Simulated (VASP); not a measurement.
Here is a VASP 6.6.1 calculation.

File POSCAR:

```
Ca2SeO
1.0
    3.8828618425      0.0000000000      0.0000000000
    0.0000000000      3.8828618425      0.0000000000
    0.0000000000      0.0000000000      5.4944501822
O Ca Se
1 2 1
Direct
    0.0000000000      0.0000000000      0.0000000000
    0.0000000000      0.0000000000      0.5000000000
    0.5000000000      0.5000000000      0.0000000000
    0.5000000000      0.5000000000      0.5000000000
```

File INCAR.step1:

```
PREC = Accurate ; ENCUT = 520
ISMEAR = 0 ; SIGMA = 0.01
LREAL = F ; LASPH = T
NELM = 60 ; NBANDS = 24
GGA = PE ; ALGO = Normal
EDIFF = 1E-4 ; LWAVE = T
LCHARG = F
```

INCAR.step2

```
PREC = Accurate ; ENCUT = 520
EDIFF = 1E-7 ; ISMEAR = 0
SIGMA = 0.01 ; LREAL = F
LASPH = T ; NELM = 60
ALGO = Normal ; ISIF = 2
LWAVE = F ; LCHARG = T
METAGGA = R2SCAN ; LMIXTAU = T
LELF = T ; LVHAR = T
NBANDS = 24 ; ISTART = 1
```

The input KPOINTS:

```
Automatic mesh
0
Gamma
  4 4 2
```

Potentials or basis: VASP PAW PBE potentials, release 64 (O, Ca_sv, Se).

Run with:

```console
$ cat potpaw_PBE.64/O/POTCAR potpaw_PBE.64/Ca_sv/POTCAR potpaw_PBE.64/Se/POTCAR > POTCAR
$ cp INCAR.step1 INCAR
$ mpirun -np 1 vasp_std > vasp.out
$ cp INCAR.step2 INCAR
$ mpirun -np 1 vasp_std > vasp.out
```

Predict the pressure.

0.6 GPa.

Predict the band gap on the k mesh.

2.51 eV, direct.

Stress tensor (GPa, compression positive):
```
0.39 0.00 0.00
0.00 0.39 0.00
0.00 0.00 1.09
```

Caveat: the k points lie up to 0.57 Å⁻¹ apart; the PAW data sets were made with another functional, which shifts forces and pressure a little. r2SCAN opens gaps a little over a GGA but as a rule still falls short of measured ones.
